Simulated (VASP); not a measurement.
# Ga (C2/c) in VASP: a series of runs, part 3 of 3

VASP 6.6.1. The steps go on from the part before.

### Step 5. Relaxation of shape and atoms at fixed volume, PBEsol (16.30 Å³/atom)

This run uses another cell than the first one, of 16.30 Å³/atom.

INCAR

```
ALGO = Fast
EDIFF = 1E-6
EDIFFG = -0.01
ENCUT = 600
GGA = PS
IBRION = 2
ISIF = 4
ISMEAR = 0
LASPH = True
LCHARG = False
LREAL = False
LWAVE = False
NELM = 100
NSW = 50
PREC = Accurate
SIGMA = 0.1
```

KPOINTS

```
k-points
0
Gamma
  16 16 12
```

POSCAR

```
Ga
1.0
    1.3276701660     -3.8585853423     -0.0254378390
    1.3276701660      3.8585853423     -0.0254378390
   -0.1742525766      0.0000000000      3.1856748447
Ga
2
Direct
    0.8665339620      0.1334660380      0.2500000000
    0.1334660380      0.8665339620      0.7500000000
```

Potentials or basis: VASP PAW PBE potentials, release 64 (Ga_d).

Command:

```console
> cat potpaw_PBE.64/Ga_d/POTCAR > POTCAR
> mpirun -np 1 vasp_std > vasp.out
```

OUTCAR:

```text
EDIFF = 1E-6
   EDIFFG = -0.01
   ENCUT = 600
   GGA = PS
   IBRION = 2
   ISIF = 4
   ISMEAR = 0
   LASPH = True
   LREAL = False
   NELM = 100
   NSW = 50
   PREC = Accurate

 ion  position               nearest neighbor table
   1  0.867  0.133  0.250-   2 2.61   2 2.61   2 2.69   2 2.69   2 2.80   2 2.80
   2  0.133  0.867  0.750-   1 2.61   1 2.61   1 2.69   1 2.69   1 2.80   1 2.80

  LATTYP: Found a base centered monoclinic cell.
 ALAT       =     2.6558276701
 B/A-ratio  =     2.9057497862
 C/A-ratio  =     1.2012966896
 COS(beta)  =    -0.0737347772

  Lattice vectors:

 A1 = (   1.3276701660,  -3.8585853423,  -0.0254378390)
 A2 = (   1.3276701660,   3.8585853423,  -0.0254378390)
 A3 = (  -0.1742525766,   0.0000000000,   3.1856748447)

Analysis of symmetry for initial positions (statically):
=====================================================================
 Subroutine PRICEL returns:
 Original cell was already a primitive cell.

 Routine SETGRP: Setting up the symmetry group for a
 base centered monoclinic supercell.

 Subroutine GETGRP returns: Found  4 space group operations
 (whereof  2 operations were pure point group operations)
 out of a pool of  4 trial point group operations.

The static configuration has the point symmetry S_2 .
 The point group associated with its full space group is C_2h.

Analysis of symmetry for dynamics (positions and initial velocities):
=====================================================================
 Subroutine PRICEL returns:
 Original cell was already a primitive cell.

 Routine SETGRP: Setting up the symmetry group for a
 base centered monoclinic supercell.

 Subroutine GETGRP returns: Found  4 space group operations
 (whereof  2 operations were pure point group operations)
 out of a pool of  4 trial point group operations.

The dynamic configuration has the point symmetry S_2 .
 The point group associated with its full space group is C_2h.

 Subroutine INISYM returns: Found  4 space group operations
 (whereof  2 operations are pure point group operations),
[... 127 lines left out ...]
 conjugate gradient relaxation of ions
 non-spin polarized calculation
 RMM-DIIS sequential band-by-band and
 Gauss-broadening in eV      SIGMA  =   0.10
  energy-cutoff  :      600.00
  volume of cell :       32.61
 maximum number of plane-waves:      1105
 NGX is ok and might be reduce to    36
   NGX = 17   NGY = 17   NGZ = 13

--------------------------------------- Ionic step        1  -------------------------------------------

 number of electron      26.0000009 magnetization

 Free energy of the ion-electron system (eV)
  ---------------------------------------------------
  ext. energy  EPLUGINS =         0.00000000
  ---------------------------------------------------
  free energy    TOTEN  =        -6.61660335 eV

  energy without entropy =       -6.61412029  energy(sigma->0) =       -6.61536182

------------------------ aborting loop because EDIFF is reached ----------------------------------------

  FORCE on cell =-STRESS in cart. coord.  units (eV):
  Direction    XX          YY          ZZ          XY          YZ          ZX
  --------------------------------------------------------------------------------------
  -------------------------------------------------------------------------------------
  Total        1.5188401      1.5449974      1.4554273      0.0000000      0.0000000     -0.0127608
  in kB       74.6325471     75.9178620     71.5165787      0.0000000      0.0000000     -0.6270361
  external PRESSURE =      74.0223293 kB  Pullay stress =       0.0000000 kB
[... 167 lines left out ...]
--------------------------------------- Ionic step        6  -------------------------------------------

 number of electron      26.0000011 magnetization

 Free energy of the ion-electron system (eV)
  ---------------------------------------------------
  ext. energy  EPLUGINS =         0.00000000
  ---------------------------------------------------
  free energy    TOTEN  =        -6.61680338 eV

  energy without entropy =       -6.61418105  energy(sigma->0) =       -6.61549222

 E-fermi :   6.8579     XC(G=0): -11.8635

 val. band max:        6.8578097707   @ k =  -0.1250  -0.1875   0.2500
 cond. band min:       6.8707785793   @ k =   0.2500   0.0625  -0.0000
 fundamental gap:      0.0129688086
 Fermi energy:         6.8578858749

 k-point     1 :       0.0000    0.0000    0.0000
  band No.  band energies     occupation
      1      -8.5469      2.00000
      2      -8.5310      2.00000
      3      -8.4772      2.00000
      4      -8.4658      2.00000
      5      -8.0934      2.00000
      6      -8.0899      2.00000
[... 457 lines left out ...]
      4      -8.4447      2.00000
      5      -8.1031      2.00000
      6      -8.0936      2.00000
[... 9 lines left out ...]
     16      16.9615      0.00000
     17      17.8058      0.00000

 [... further k-points ...]

------------------------ aborting loop because EDIFF is reached ----------------------------------------

  FORCE on cell =-STRESS in cart. coord.  units (eV):
  Direction    XX          YY          ZZ          XY          YZ          ZX
  --------------------------------------------------------------------------------------
  -------------------------------------------------------------------------------------
  Total        1.5100080      1.5238144      1.5142602      0.0000000      0.0000000     -0.0037945
  in kB       74.1985581     74.8769767     74.4075016      0.0000000      0.0000000     -0.1864518
  external PRESSURE =      74.4943455 kB  Pullay stress =       0.0000000 kB
[... 17 lines left out ...]
  FREE ENERGIE OF THE ION-ELECTRON SYSTEM (eV)
  ---------------------------------------------------
  free  energy   TOTEN  =        -6.6168033839 eV

  energy  without entropy=       -6.6141810543  energy(sigma->0) =       -6.61549222

 reached required accuracy - stopping structural energy minimisation
```

OSZICAR:

```text
N       E                     dE             d eps       ncg     rms          rms(c)
DAV:   1     0.112046918145E+03    0.11205E+03   -0.15039E+04 29372   0.327E+03
DAV:   2    -0.119302789954E-01   -0.11206E+03   -0.11064E+03 29816   0.381E+02
[... 37 lines left out ...]
   5 F= -.66168031E+01 E0= -.66154888E+01  d E =-.199705E-03
       N       E                     dE             d eps       ncg     rms          rms(c)
DAV:   1    -0.661681450055E+01   -0.11526E-04   -0.25796E-04 34992   0.148E-01    0.218E-02
RMM:   2    -0.661680739968E+01    0.71009E-05   -0.77331E-06 29188   0.388E-02    0.130E-02
RMM:   3    -0.661680337157E+01    0.40281E-05   -0.38754E-06 23620   0.189E-02    0.614E-04
RMM:   4    -0.661680338395E+01   -0.12382E-07   -0.58851E-07 17225   0.108E-02
   6 F= -.66168034E+01 E0= -.66154922E+01  d E =-.200030E-03
```

Run time: 21 min. Hardware: 1 thread of Oxide Virtual Turin-like, shared host; peak memory 0.55 GiB.

Results:

- Free energy: -6.6168 eV
- Energy gained by relaxing: 0.1 meV/atom
- Ionic steps: 6
- Pressure after relaxing: 7.4 GPa
- Largest force after relaxing: 0.009 eV/Å
- Band gap on the k mesh: zero (bands 13 and 14 overlap by 9.49 eV)

Forces in eV/Å, atoms in the order of the input:
```
Ga   0.000  0.009  0.000
Ga   0.000 -0.009  0.000
```

The path:
```tsv
step	energy change (eV)	largest force (eV/Å)	pressure (GPa)	volume (Å³)
1	0.0000	0.0096	7.40	32.61
2	-0.0001	0.0013	7.49	32.61
3	-0.0002	0.0134	7.47	32.61
4	-0.0002	0.0122	7.46	32.61
5	-0.0002	0.0150	7.45	32.61
6	-0.0002	0.0094	7.45	32.61
```

Final structure:
```xyz
2
Lattice="1.3290 -3.8706 -0.0267 1.3290 3.8706 -0.0267 -0.1777 0.0000 3.1727" Properties=species:S:1:pos:R:3 pbc="T T T"
Ga    1.2846   -2.8390    0.7665
Ga    1.1958    2.8390    2.3529
```

Caveat: the PAW data sets were made with another functional, which shifts forces and pressure a little.

### Step 6. Relaxation of shape and atoms at fixed volume, PBEsol (18.45 Å³/atom)

This run uses another cell than the first one, of 18.45 Å³/atom.

INCAR

```
SYSTEM = Ga
  PREC = Accurate
  ENCUT = 600
  EDIFF = 1E-7
  ISMEAR = 0
  SIGMA = 0.1
  LREAL = .FALSE.
  LASPH = .TRUE.
  NELM = 80
  ALGO = Fast
  ISIF = 4
  LWAVE = .FALSE.
  LCHARG = .FALSE.
  GGA = PS
  IBRION = 2
  NSW = 50
  EDIFFG = -0.01
```

KPOINTS

```
Automatic mesh
0
G
  16 16 12
  0 0 0
```

POSCAR

```
Ga
1.0
    1.3838784640     -4.0023114272     -0.0251102186
    1.3838784640      4.0023114272     -0.0251102186
   -0.1779839448      0.0000000000      3.3348181007
Ga
2
Direct
    0.8662412809      0.1337587191      0.2500000000
    0.1337587191      0.8662412809      0.7500000000
```

Potentials or basis: VASP PAW PBE potentials, release 64 (Ga_d).

Command:

```console
> cat potpaw_PBE.64/Ga_d/POTCAR > POTCAR
> mpirun -np 1 vasp_std > vasp.out
```

Run time: 30 min. Hardware: 1 thread of Oxide Virtual Turin-like, shared host; peak memory 0.59 GiB.

The run converged. Its results:

```yaml
Free_energy: -6.6815 eV
Energy_gained_by_relaxing: 0.1 meV/atom
Ionic_steps: 3
Pressure_after_relaxing: -1.6 GPa
Band_gap_on_the_k_mesh: zero (bands 13 and 14 overlap by 8.34 eV)
```

Forces in eV/Å, atoms in the order of the input:
```
Ga   0.000 -0.003  0.000
Ga   0.000  0.003  0.000
```

The path:
```tsv
step	energy change (eV)	largest force (eV/Å)	pressure (GPa)	volume (Å³)
1	0.0000	0.0086	-1.63	36.91
2	0.0000	0.0044	-1.67	36.91
3	-0.0001	0.0028	-1.65	36.91
```

Final structure:
```cif
data_structure
_symmetry_space_group_name_H-M 'P 1'
_symmetry_Int_Tables_number 1
_cell_length_a 4.2245
_cell_length_b 4.2245
_cell_length_c 3.3450
_cell_angle_alpha 91.293
_cell_angle_beta 91.293
_cell_angle_gamma 141.706
_cell_volume 36.91
loop_
_atom_site_label
_atom_site_type_symbol
_atom_site_fract_x
_atom_site_fract_y
_atom_site_fract_z
_atom_site_occupancy
Ga1 Ga 0.86603 0.13397 0.25000 1
Ga2 Ga 0.13397 0.86603 0.75000 1
```

Levels at points of the mesh, in eV from the Fermi level:
```csv
k point,band 9,band 10,band 11,band 12,band 13,band 14,band 15,band 16,band 17
"(0.00, 0.00, 0.00)",-14.74,-14.61,-11.32,-2.01,-1.50,1.48,5.30,9.49,10.22
"(0.50, 0.00, 0.00)",-14.67,-14.63,-6.08,-5.15,-1.37,0.11,5.39,6.97,7.88
"(0.50, 0.50, 0.00)",-14.71,-14.67,-9.27,-8.49,3.74,4.66,5.75,6.02,7.46
"(0.00, 0.00, 0.50)",-14.67,-14.67,-7.88,-7.88,1.70,1.70,2.62,2.62,11.36
"(0.50, 0.00, 0.50)",-14.63,-14.63,-3.06,-3.05,-1.68,-1.42,1.54,2.57,4.09
"(0.50, 0.50, 0.50)",-14.75,-14.75,-6.09,-6.09,-4.40,-4.40,10.49,10.49,12.09
```

Caveat: the PAW data sets were made with another functional, which shifts forces and pressure a little.

### Step 7. Overview

| task | cell | cutoff (eV) | smearing | gap on the mesh (eV) | pressure (GPa) |
| --- | --- | --- | --- | --- | --- |
| single point | a = 4.193, b = 4.193, c = 3.307 Å, angles 91.3, 91.3, 141.8°, 2 atoms | 520 | gaussian 0.1 eV | none | 0.1 |
| single point | a = 4.205, b = 4.205, c = 3.299 Å, angles 91.1, 91.1, 141.9°, 2 atoms | 520 | fermi-dirac 0.15 eV | none | 0.1 |
| single point | a = 4.228, b = 4.228, c = 3.345 Å, angles 91.3, 91.3, 141.8°, 2 atoms | 520 | gaussian 0.1 eV | none | -1.6 |
| relaxation of shape and atoms at fixed volume | relaxed from a = 4.081, b = 4.081, c = 3.190 Å, angles 91.4, 91.4, 142.0°, 2 atoms | 600 | gaussian 0.1 eV | none | 7.4 |
| relaxation of shape and atoms at fixed volume | relaxed from a = 4.235, b = 4.235, c = 3.340 Å, angles 91.3, 91.3, 141.8°, 2 atoms | 600 | gaussian 0.1 eV | none | -1.6 |

Alike in all rows: level PBEsol; potentials or basis VASP PAW PBE potentials, release 64 (Ga_d); no spin polarisation; k mesh 16 × 16 × 12.

Caveats: the PAW data sets were made with another functional, which shifts forces and pressure a little.

Absolute energies hang on the potentials; compare differences alone.
